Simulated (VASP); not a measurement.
Set up this calculation in VASP 6.6.1, as the native input.

| Property | Result |
| --- | --- |
| Task | relaxation of cell and atoms |
| Functional | PBEsol |
| Potentials or basis | VASP PAW PBE potentials, release 64 (Al, Ga_d, N) |
| Cutoff | 600 eV |
| k mesh | 6 × 8 × 4 |
| Occupations | gaussian, width 0.02 eV |
| Spin | no spin polarisation |
| Target pressure | 5 GPa |
| Dipole correction | no |
| Further INCAR settings | ALGO = Normal; EDIFF = 1e-06; IBRION = 2; EDIFFG = -0.008; NSW = 70; ISIF = 3 |

The structure of Al3GaN4 lies in POSCAR:

```
Al3GaN4
1.0
    5.0015933614      0.0000000000     -0.0000245552
    0.0000000000      3.1054461975      0.0000000000
   -0.0033583515      0.0000000000      5.3748359711
Al Ga N
3 1 4
Direct
    0.5003238169      0.5000000000      0.1673659842
    0.0010008570      0.5000000000      0.8348386160
    0.0011529724      0.0000000000      0.3316491680
    0.4994048364      0.0000000000      0.6661819809
    0.1110537198      0.0000000000      0.6663134893
    0.1224280898      0.5000000000      0.1671803812
    0.6250754848      0.5000000000      0.8402050494
    0.6231592228      0.0000000000      0.3262663309
```

One way to write it, as run:

INCAR

```
SYSTEM = Al3GaN4
PREC = Accurate
ENCUT = 600
EDIFF = 1E-6
ISMEAR = 0
SIGMA = 0.02
LREAL = .FALSE.
LASPH = .TRUE.
NELM = 80
ALGO = Normal
ISIF = 3
LWAVE = .FALSE.
LCHARG = .FALSE.
GGA = PS
IBRION = 2
NSW = 70
EDIFFG = -0.008
PSTRESS = 50.0
```

KPOINTS

```
regular mesh
0
G
  6 8 4
  0 0 0
```

Potentials or basis: VASP PAW PBE potentials, release 64 (Al, Ga_d, N).

Run with:

```console
$ cat potpaw_PBE.64/Al/POTCAR potpaw_PBE.64/Ga_d/POTCAR potpaw_PBE.64/N/POTCAR > POTCAR
$ mpirun -np 1 vasp_std > vasp.out
```

Results of the run:

```json
{"Relaxed volume": "10.43 Å³/atom", "Relaxed cell": "a = 5.000 Å, b = 3.105 Å, c = 5.374 Å, α = 90.00°, β = 90.04°, γ = 90.00°", "Space group after relaxing (to 0.1 Å)": "Pm (No. 6)", "Energy change on relaxing (the run minimises the enthalpy)": "+0.2 meV/atom", "Ionic steps": "4", "Pressure after relaxing": "5.0 GPa", "Largest force after relaxing": "0.008 eV/Å", "Band gap on the k mesh": "3.70 eV"}
```

Caveat: the cell is relaxed towards a set pressure, so the run minimises the enthalpy, not the energy; the PAW data sets were made with another functional, which shifts forces and pressure a little.

Wall time 10 min on 1 thread of AMD EPYC 7R43 64-Core Processor (Zen 3), on a shared host, peak memory 0.29 GiB.
